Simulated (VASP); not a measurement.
# SrO (Imm2) in VASP: single point with LDA

Aim: the single point of SrO with LDA.

Program: VASP 6.6.1. These are calculated values, not measurements. Logs are shortened: lines on timing, memory, paths and dates and some standing lists are left out, and cuts for length are marked.

## (1) The cell of the first run

Symmetry: Imm2, No. 44, orthorhombic system. The conventional cell has a = 3.634 Å, b = 5.140 Å, c = 3.634 Å, α = 90.00°, β = 90.00°, γ = 90.00°. Within 3.2 Å of Sr (site symmetry mm2) lie 6 O at 2.42 to 2.72 Å. O (site symmetry mm2) has 6 Sr at 2.42 to 2.72 Å within 3.2 Å.

## (2) Single point, LDA (atom 1 (Sr) moved by (-0.150, -0.150) A along x and y)

Contents of INCAR:

```
PREC = Accurate ; ENCUT = 520
EDIFF = 1E-6 ; ISMEAR = 0
SIGMA = 0.05 ; LREAL = F
LASPH = T ; NELM = 100
ALGO = Normal ; ISIF = 2
LWAVE = F ; LCHARG = F
NBANDS = 15
```

Contents of KPOINTS:

```
Automatic mesh
0
Gamma
  8 8 8
```

Contents of POSCAR:

```
SrO
1.0
    0.0000000000      2.5698000000      2.5698000000
    2.5698000000      0.0000000000      2.5698000000
    2.5698000000      2.5698000000      0.0000000000
Sr O
1 1
Direct
    0.0000000000      0.0000000000     -0.0583703012
    0.5000000000      0.5000000000      0.5000000000
```

Potentials or basis: VASP PAW LDA potentials, release 64 (Sr_sv, O).

On the command line:

```console
> cat potpaw_LDA.64/Sr_sv/POTCAR potpaw_LDA.64/O/POTCAR > POTCAR
> mpirun -np 1 vasp_std > vasp.out
```

OUTCAR:

```text
PREC = Accurate
   ENCUT = 520
   EDIFF = 1E-6
   ISMEAR = 0
   LREAL = F
   LASPH = T
   NELM = 100
   ISIF = 2

 ion  position               nearest neighbor table
   1  0.000  0.000  0.942-   2 2.42   2 2.42   2 2.58   2 2.58   2 2.72   2 2.72
   2  0.500  0.500  0.500-   1 2.42   1 2.42   1 2.58   1 2.58   1 2.72   1 2.72

  LATTYP: Found a face centered cubic cell.
 ALAT       =     5.1396000000

  Lattice vectors:

 A1 = (   0.0000000000,   2.5698000000,   2.5698000000)
 A2 = (   2.5698000000,   0.0000000000,   2.5698000000)
 A3 = (   2.5698000000,   2.5698000000,   0.0000000000)

Analysis of symmetry for initial positions (statically):
=====================================================================
 Subroutine PRICEL returns:
 Original cell was already a primitive cell.

 Routine SETGRP: Setting up the symmetry group for a
 face centered cubic supercell.

 Subroutine GETGRP returns: Found  4 space group operations
 (whereof  4 operations were pure point group operations)
 out of a pool of 48 trial point group operations.

The static configuration has the point symmetry C_2v.

Analysis of symmetry for dynamics (positions and initial velocities):
=====================================================================
 Subroutine PRICEL returns:
 Original cell was already a primitive cell.

 Routine SETGRP: Setting up the symmetry group for a
 face centered cubic supercell.

 Subroutine GETGRP returns: Found  4 space group operations
 (whereof  4 operations were pure point group operations)
 out of a pool of 48 trial point group operations.

The dynamic configuration has the point symmetry C_2v.

 Subroutine INISYM returns: Found  4 space group operations
 (whereof  4 operations are pure point group operations),
 and found     1 'primitive' translations

----------------------------------------------------------------------------------------

                                     Primitive cell

  volume of cell :      33.9413

  direct lattice vectors                    reciprocal lattice vectors
     0.000000000  2.569800000  2.569800000    -0.194567671  0.194567671  0.194567671
     2.569800000  0.000000000  2.569800000     0.194567671 -0.194567671  0.194567671
     2.569800000  2.569800000  0.000000000     0.194567671  0.194567671 -0.194567671

  length of vectors
     3.634246013  3.634246013  3.634246013     0.337001091  0.337001091  0.337001091

  position of ions in fractional coordinates (direct lattice)
     0.000000000  0.000000000  0.941629699
     0.500000000  0.500000000  0.500000000

  ion indices of the primitive-cell ions
   primitive index   ion index
                 1           1
                 2           2

----------------------------------------------------------------------------------------

 KPOINTS: Automatic mesh

Automatic generation of k-mesh.
 Grid dimensions read from file:
 generate k-points for:    8    8    8

 Generating k-lattice:

  Cartesian coordinates                     Fractional coordinates (reciprocal lattice)
    -0.024320959  0.024320959  0.024320959     0.125000000  0.000000000  0.000000000
     0.024320959 -0.024320959  0.024320959     0.000000000  0.125000000  0.000000000
     0.024320959  0.024320959 -0.024320959     0.000000000  0.000000000  0.125000000

  Length of vectors
     0.042125136  0.042125136  0.042125136

  Shift w.r.t. Gamma in fractional coordinates (k-lattice)
     0.000000000  0.000000000  0.000000000

 Subroutine IBZKPT returns following result:
 ===========================================

 Found     95 irreducible k-points:

 Following reciprocal coordinates:
            Coordinates               Weight
  0.000000  0.000000  0.000000      1.000000
  0.125000  0.000000  0.000000      4.000000
  0.000000  0.000000  0.125000      4.000000
  0.250000  0.000000  0.000000      4.000000
  0.000000  0.000000  0.250000      4.000000
  0.375000  0.000000  0.000000      4.000000
[... 16 lines left out ...]
  0.125000  0.125000 -0.375000      4.000000
 -0.375000  0.125000  0.000000      4.000000
 [... further k-points ...]
   k-points           NKPTS =     95   k-points in BZ     NKDIM =     95   number of bands    NBANDS=     15
   number of dos      NEDOS =    301   number of ions     NIONS =      2
   total plane-waves  NPLWV =  21952
   dimension x,y,z NGX =    28 NGY =   28 NGZ =   28
   dimension x,y,z NGXF=    56 NGYF=   56 NGZF=   56
   ions per type =               1   1
   NGX,Y,Z   is equivalent  to a cutoff of  12.81, 12.81, 12.81 a.u.
   NGXF,Y,Z  is equivalent  to a cutoff of  25.62, 25.62, 25.62 a.u.
 SYSTEM =  unknown system
   PREC   = accura    normal or accurate (medium, high low for compatibility)
   ISTART =      0    job   : 0-new  1-cont  2-samecut
   ICHARG =      2    charge: 1-file 2-atom 10-const
   ISPIN  =      1    spin polarized calculation?
   LNONCOLLINEAR =      F non collinear calculations
   LSORBIT =      F    spin-orbit coupling
   LASPH  =      T    aspherical Exc in radial PAW
   ENCUT  =  520.0 eV  38.22 Ry    6.18 a.u.   6.76  6.76  6.76*2*pi/ulx,y,z
   NELM   =    100;   NELMIN=  2; NELMDL= -5     # of ELM steps
   EDIFF  = 0.1E-05   stopping-criterion for ELM
   LREAL  =      F    real-space projection
   EDIFFG = 0.1E-04   stopping-criterion for IOM
   NSW    =      0    number of steps for IOM
   IBRION =     -1    ionic relax: 0-MD 1-quasi-New 2-CG
   NFREE  =      0    steps in history (QN), initial steepest desc. (CG)
   ISIF   =      2    stress and relaxation
   ISYM   =      2    0-nonsym 1-usesym 2-fastsym
   POTIM  = 0.5000    time-step for ionic-motion
   TEBEG  =    0.0;   TEEND  =   0.0 temperature during run
   PSTRESS=    0.0 pullay stress
   NELECT =      16.0000    total number of electrons
   NUPDOWN=      -1.0000    fix difference up-down
   EMIN   =  10.00;   EMAX   =-10.00  energy-range for DOS
   EFERMI =   0.00;   METHOD = LEGACY
   ISMEAR =     0;   SIGMA  =   0.05  broadening in eV -4-tet -1-fermi 0-gaus
   EFERMI_NEDOS =   21; number of points for ismear=-14 and -15
   IALGO  =     38    algorithm
   IMIX   =      4    mixing-type and parameters
     AMIX     =   0.40;   BMIX     =  1.00
     AMIX_MAG =   1.60;   BMIX_MAG =  1.00
  volume/ion in A,a.u.               =      16.97       114.52
  Fermi-wavevector in a.u.,A,eV,Ry     =   1.274106  2.407711 22.086959  1.623346
  Thomas-Fermi vector in A             =   2.406892
   LORBIT       =      0    0 simple, 1 ext, 2 COOP (PROOUT), +10 PAW based schemes
   GGA     = CA    functional components
   LHFCALC =     F    Hartree Fock is set to
   AEXX    =    0.0000 exact exchange contribution
   IVDW    =     0    specifies the selected vdW correction
   LEPSILON=     F    determine dielectric tensor
   LRPA    =     F    only Hartree local field effects (RPA)
 non-spin polarized calculation
 Gauss-broadening in eV      SIGMA  =   0.05
  energy-cutoff  :      520.00
  volume of cell :       33.94
 maximum number of plane-waves:       941
   NGX = 13   NGY = 13   NGZ = 13

 number of electron      15.9999997 magnetization

 Free energy of the ion-electron system (eV)
  ---------------------------------------------------
  ext. energy  EPLUGINS =         0.00000000
  ---------------------------------------------------
  free energy    TOTEN  =       -13.32778005 eV

  energy without entropy =      -13.32778005  energy(sigma->0) =      -13.32778005

 E-fermi :   1.5574     XC(G=0): -10.5236

 val. band max:        1.2482609321   @ k =   0.0000   0.0000   0.0000
 cond. band min:       4.6349430949   @ k =   0.0000   0.5000   0.5000
 fundamental gap:      3.3866821628
 Fermi energy:         1.5574441634

 k-point     1 :       0.0000    0.0000    0.0000
  band No.  band energies     occupation
      1     -30.7017      2.00000
      2     -13.5572      2.00000
      3     -12.4343      2.00000
      4     -12.4257      2.00000
      5     -12.3131      2.00000
      6       1.2097      2.00000
      7       1.2146      2.00000
      8       1.2483      2.00000
      9       5.1215      0.00000
     10       7.4622      0.00000
     11       7.6494      0.00000
     12       7.6602      0.00000
     13       9.7738      0.00000
     14       9.9061      0.00000
     15      13.7573      0.00000

 k-point     2 :       0.1250    0.0000    0.0000
  band No.  band energies     occupation
      1     -30.6803      2.00000
      2     -13.9214      2.00000
      3     -12.4736      2.00000
      4     -12.4425      2.00000
      5     -11.9719      2.00000
      6       0.7119      2.00000
      7       1.0552      2.00000
      8       1.1430      2.00000
      9       5.8171      0.00000
     10       7.2518      0.00000
     11       7.8302      0.00000
     12       7.9429      0.00000
     13      10.2171      0.00000
     14      10.3761      0.00000
     15      14.7755      0.00000

 k-point     3 :       0.0000    0.0000    0.1250
  band No.  band energies     occupation
      1     -30.6806      2.00000
      2     -13.9053      2.00000
      3     -12.4506      2.00000
      4     -12.4476      2.00000
      5     -12.0070      2.00000
      6       0.7400      2.00000
      7       1.0610      2.00000
      8       1.0723      2.00000
      9       5.8001      0.00000
     10       7.4472      0.00000
     11       7.7631      0.00000
     12       7.9431      0.00000
     13      10.2053      0.00000
     14      10.3105      0.00000
     15      14.7959      0.00000

 k-point     4 :       0.2500    0.0000    0.0000
  band No.  band energies     occupation
      1     -30.6279      2.00000
      2     -14.5153      2.00000
      3     -12.5035      2.00000
      4     -12.4764      2.00000
      5     -11.5072      2.00000
      6      -0.0676      2.00000
      7       0.6751      2.00000
      8       0.7703      2.00000
      9       7.0827      0.00000
     10       7.3677      0.00000
     11       8.5627      0.00000
     12       8.6746      0.00000
     13      11.2671      0.00000
     14      11.4187      0.00000
     15      16.8535      0.00000
[... 307 lines left out ...]
 k-point    22 :       0.1250    0.0000    0.5000
  band No.  band energies     occupation
      1     -30.5482      2.00000
      2     -14.9489      2.00000
      3     -12.6543      2.00000
      4     -12.5695      2.00000
      5     -11.3003      2.00000
      6      -0.6198      2.00000
      7       0.2332      2.00000
      8       0.3623      2.00000
      9       7.4889      0.00000
     10       8.7906      0.00000
     11      10.4188      0.00000
     12      10.7656      0.00000
     13      12.9813      0.00000
     14      13.3529      0.00000
     15      15.2133      0.00000

 k-point    23 :       0.1250    0.1250   -0.3750
  band No.  band energies     occupation
      1     -30.5484      2.00000
      2     -14.9454      2.00000
      3     -12.6444      2.00000
      4     -12.5691      2.00000
      5     -11.3153      2.00000
      6      -0.6243      2.00000
      7       0.2766      2.00000
      8       0.3062      2.00000
      9       7.6054      0.00000
     10       8.8009      0.00000
     11      10.3561      0.00000
     12      10.5951      0.00000
     13      13.1664      0.00000
     14      13.2675      0.00000
     15      15.3274      0.00000

 k-point    24 :      -0.3750    0.1250    0.0000
  band No.  band energies     occupation
      1     -30.5533      2.00000
      2     -14.9726      2.00000
      3     -12.6804      2.00000
      4     -12.5390      2.00000
      5     -11.2240      2.00000
      6      -0.5853      2.00000
      7       0.2610      2.00000
      8       0.4993      2.00000
      9       7.6139      0.00000
     10       8.4629      0.00000
     11       9.8944      0.00000
     12      10.2488      0.00000
     13      12.6277      0.00000
     14      13.4876      0.00000
     15      15.8547      0.00000

 [... further k-points ...]

------------------------ aborting loop because EDIFF is reached ----------------------------------------

  FORCE on cell =-STRESS in cart. coord.  units (eV):
  Direction    XX          YY          ZZ          XY          YZ          ZX
  --------------------------------------------------------------------------------------
  -------------------------------------------------------------------------------------
  Total       -0.2996824     -0.2996824     -0.8391897     -0.0670625      0.0000000      0.0000000
  in kB      -14.1463338    -14.1463338    -39.6134565     -3.1656470      0.0000000      0.0000000
  external PRESSURE =     -22.6353747 kB  Pullay stress =       0.0000000 kB

 VOLUME and BASIS-vectors are now :
 -----------------------------------------------------------------------------
  energy-cutoff  :      520.00
  volume of cell :       33.94
      direct lattice vectors                 reciprocal lattice vectors
     0.000000000  2.569800000  2.569800000    -0.194567671  0.194567671  0.194567671
     2.569800000  0.000000000  2.569800000     0.194567671 -0.194567671  0.194567671
     2.569800000  2.569800000  0.000000000     0.194567671  0.194567671 -0.194567671

 POSITION                                       TOTAL-FORCE (eV/Angst)
 -----------------------------------------------------------------------------------
      2.41980      2.41980      0.00000         0.337250      0.337250      0.000000
      2.56980      2.56980      2.56980        -0.337250     -0.337250     -0.000000
 -----------------------------------------------------------------------------------
    total drift:                                0.000003      0.000003     -0.000000

  FREE ENERGIE OF THE ION-ELECTRON SYSTEM (eV)
  ---------------------------------------------------
  free  energy   TOTEN  =       -13.3277800500 eV

  energy  without entropy=      -13.3277800500  energy(sigma->0) =      -13.32778005
```

It took 24 s on 1 thread of Intel Xeon Platinum 8488C (Sapphire Rapids), shared host; peak memory 0.17 GiB.

What came out:

- Free energy: -13.3278 eV
- Pressure: -2.3 GPa
- Largest force: 0.477 eV/Å
- Band gap on the k mesh: 3.39 eV, direct

Forces on the atoms (eV/Å):
```
Sr   0.337  0.337  0.000
O   -0.337 -0.337  0.000
```

Caveat: the cell differs from its parent crystal (atom 1 (Sr) moved by (-0.150, -0.150) A along x and y). A k mesh can miss the band edges.
